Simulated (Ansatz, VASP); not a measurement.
ZnF2: VASP beside Ansatz

```
Zn F
1.0
     4.70480    0.00000    0.00000
     0.00000    4.70480    0.00000
     0.00000    0.00000    3.13380
Zn F
2 4
Direct
  0.00000 0.00000 0.00000
  0.50000 0.50000 0.50000
  0.30240 0.30240 0.00000
  0.19760 0.80240 0.50000
  0.69760 0.69760 0.00000
  0.80240 0.19760 0.50000
```

Alike in both runs: task single point; functional PBE; k mesh 4 × 4 × 5; no spin polarisation.

```csv
,VASP,Ansatz
version,VASP 6.6.1,Ansatz 0.2.0
potentials or method,"VASP PAW PBE potentials, release 64 (Zn, F), cutoff 600 eV","plane waves, PAW"
occupations,"gaussian, width 0.01 eV",fixed
valence electrons in the cell,52,52
```

```tsv
	VASP	Ansatz	Ansatz less VASP
gap on the k mesh at the Fermi level (eV)	3.48	3.56	+0.080
```
